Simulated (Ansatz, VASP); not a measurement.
## One calculation of GaP, two programs

POSCAR

```
GaP
1.0
    0.0000000000      2.7254101929      2.7254101929
    2.7254101929      0.0000000000      2.7254101929
    2.7254101929      2.7254101929      0.0000000000
Ga P
1 1
Direct
    0.0000000000      0.0000000000      0.0000000000
    0.2500000000      0.2500000000      0.2500000000
```

INCAR.step1

```
ALGO = Normal
EDIFF = 1E-5
ENCUT = 520
GGA = PE
ISIF = 2
ISMEAR = 0
LASPH = True
LCHARG = False
LREAL = False
LWAVE = True
NBANDS = 16
NELM = 100
PREC = Accurate
SIGMA = 0.01
```

The input INCAR.step2:

```
AEXX = 1.0
AGGAC = 0.0
ALDAC = 0.0
ALGO = Normal
EDIFF = 1E-7
ENCUT = 520
GGA = PE
ISIF = 2
ISMEAR = 0
ISTART = 1
LASPH = True
LCHARG = False
LHFCALC = True
LREAL = False
LWAVE = False
NBANDS = 16
NELM = 100
PREC = Accurate
PRECFOCK = Normal
SIGMA = 0.01
```

The input KPOINTS:

```
k-points
0
Gamma
  6 6 6
```

Input for Ansatz:

```yaml
crystal:
  lattice:
    - [0.0, 2.7254101929, 2.7254101929]
    - [2.7254101929, 0.0, 2.7254101929]
    - [2.7254101929, 2.7254101929, 0.0]
  atoms:
    - { symbol: Ga, position: [0.0, 0.0, 0.0] }
    - { symbol: P, position: [0.25, 0.25, 0.25] }
kpoints:
  mp_grid: { grid: [6, 6, 6] }
  band_path:
    path:
      - [0.0, 0.0, 0.0]
      - [-0.5, -0.5, 0.0]
      - [-0.375, -0.375, 0.25]
      - [-0.375, 0.0, 0.375]
      - [0.0, 0.0, 0.5]
      - [-0.5, -0.25, 0.25]
      - [-0.45, -0.45, 0.0]
    npoints: 1
hamiltonian:
  xc: hf
scf:
  occupations: { method: fixed }
  n_extra_bands: 4
output:
  forces: true
  stress: true
  eigenvalues: true
```

Alike in both runs: task single point; functional HF; k mesh 6 × 6 × 6; no spin polarisation.

|  | VASP | Ansatz |
| --- | --- | --- |
| version | VASP 6.6.1 | Ansatz 0.2.0 |
| potentials or method | VASP PAW PBE potentials, release 64 (Ga_d, P) | plane waves, PAW |
| plane-wave cutoff (eV) | 520 | 420 |
| occupations | gaussian, width 0.01 eV | fixed |
| valence electrons in the cell | 18 | 18 |

VASP gave:

```
gap on the k mesh at the Fermi level (eV) : 7.67
pressure (GPa)                            : 5.1
```

Problem. Which values does Ansatz return?

Solution. gap on the k mesh at the Fermi level (eV): 7.60; pressure (GPa): 5.5.

VASP's potentials were made for PBE, not for HF. Ansatz's warnings: stress exchange threshold loose, stress scf threshold loose.
